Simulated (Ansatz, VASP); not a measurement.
PtS2 in VASP and in Ansatz

Contents of INCAR:

```
ALGO = Normal
EDIFF = 1E-6
ENCUT = 520
GGA = PE
ISIF = 2
ISMEAR = 0
ISPIN = 2
LASPH = T
LCHARG = F
LMAXMIX = 4
LORBIT = 11
LREAL = F
LWAVE = F
MAGMOM = 1 1 0 0 0 0
NBANDS = 35
NELM = 150
PREC = Accurate
SIGMA = 0.1
```

File KPOINTS:

```
k-points
0
Gamma
  4 4 2
```

The input POSCAR:

```
PtS2
1.0
    3.8815511900      0.0000000000      0.0000000000
    0.0000000000      3.8815511900      0.0000000000
    0.0000000000      0.0000000000      8.7645526500
Pt S
2 4
Direct
    0.5000000000      0.0000000000      0.0000000000
    0.0000000000      0.5000000000      0.5000000000
    0.5000000000      0.5000000000      0.8938480700
    0.5000000000      0.5000000000      0.6061519300
    0.5000000000      0.5000000000      0.1061519300
    0.5000000000      0.5000000000      0.3938480700
```

Input for Ansatz:

```yaml
crystal:
  lattice:
    - [3.88155119, 0.0, 0.0]
    - [0.0, 3.88155119, 0.0]
    - [0.0, 0.0, 8.76455265]
  atoms:
    - { symbol: Pt, position: [0.5, 0.0, 0.0], spin: 1.0 }
    - { symbol: Pt, position: [0.0, 0.5, 0.5], spin: 1.0 }
    - { symbol: S, position: [0.5, 0.5, 0.89384807] }
    - { symbol: S, position: [0.5, 0.5, 0.60615193] }
    - { symbol: S, position: [0.5, 0.5, 0.10615193] }
    - { symbol: S, position: [0.5, 0.5, 0.39384807] }
basis:
  ecutwfc: 420
kpoints:
  mp_grid: { grid: [4, 4, 2] }
hamiltonian:
  xc: pbe
scf:
  occupations: { method: gaussian, width: 0.1 }
  lower_state_search: "off"
output:
  forces: true
  stress: true
  eigenvalues: true
  populations: true
magnetization:
  spin_polarized: true
```

Alike in both runs: task single point; functional PBE; k mesh 4 × 4 × 2; occupations gaussian, width 0.1 eV; collinear spin.

```csv
,VASP,Ansatz
version,VASP 6.6.1,Ansatz 0.2.0
potentials or method,"VASP PAW PBE potentials, release 64 (Pt, S), cutoff 520 eV","scalar-relativistic, plane waves, PAW"
valence electrons in the cell,44,60
```

```csv
,VASP,Ansatz,Ansatz less VASP
gap on the k mesh at the Fermi level (eV),none,none,-
rms of the force components (eV/Å),4.067,4.229,+0.1612
net moment per atom (μB),0.00,0.00,-0.001
```

Atom by atom the forces differ by 0.161 eV/Å (rms over components). A gap of «none» marks a metal or a gap that the smearing closes. VASP's potentials hold 44 valence electrons a cell and Ansatz's 60, so a difference there can come from the potentials and not from the codes. Ansatz's warnings: seeded moment not kept.

The k mesh is coarse, so the values compare programs but aren't converged. Spin-orbit coupling is off throughout.
